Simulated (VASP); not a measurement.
Set up this calculation in VASP 6.6.1, as the native input.

| Item | Value |
| --- | --- |
| Task | single point |
| Functional | PBE |
| Dispersion | D3(BJ) |
| Potentials or basis | VASP PAW PBE potentials, release 64 (Al, O) |
| Cutoff | 520 eV |
| k mesh | 12 × 12 × 4 |
| Occupations | gaussian, width 0.05 eV |
| Spin | no spin polarisation |
| Dipole correction | no |
| Further INCAR settings | ALGO = Normal; EDIFF = 1e-07; NBANDS = 20 |

The structure of Al2O3 lies in POSCAR:

```
Al2O3
1.0
    2.9275898225      0.0000000000      0.0000000000
   -1.4637949113      2.5353671582      0.0000000000
    0.0000000000      0.0000000000      9.3367544600
Al O
2 3
Direct
    0.0000000000      0.0000000000      0.1499923300
    0.0000000000      0.0000000000      0.8500076700
    0.3333333333      0.6666666667      0.2223169200
    0.6666666667      0.3333333333      0.0000000000
    0.3333333333      0.6666666667      0.7776830800
```

This cell differs from its parent crystal: strain +0.015 along x and y, +0.000 along z.

The input as run:

INCAR

```
PREC = Accurate
ENCUT = 520
EDIFF = 1E-7
ISMEAR = 0
SIGMA = 0.05
LREAL = F
LASPH = T
NELM = 100
ALGO = Normal
ISIF = 2
LWAVE = F
LCHARG = T
GGA = PE
IVDW = 12
LELF = T
LVHAR = T
NBANDS = 20
```

KPOINTS

```
regular mesh
0
Gamma
  12 12 4
```

Potentials or basis: VASP PAW PBE potentials, release 64 (Al, O).

Run with:

```sh
$ cat potpaw_PBE.64/Al/POTCAR potpaw_PBE.64/O/POTCAR > POTCAR
$ mpirun -np 1 vasp_std > vasp.out
```

Results of the run:

```yaml
Pressure: -6.3 GPa
Largest_force: 0.326 eV/Å
Band_gap_on_the_k_mesh: 4.38 eV (least direct gap 4.60 eV)
Dispersion_energy_per_atom: -0.162 eV
```

Caveat: the cell differs from its parent crystal (strain +0.015 along x and y, +0.000 along z); the stress differs along the axes, from -8 to -2 GPa.

Wall time 2.1 min on 1 thread of Intel Xeon 8259CL, with other jobs on the host, peak memory 0.23 GiB.
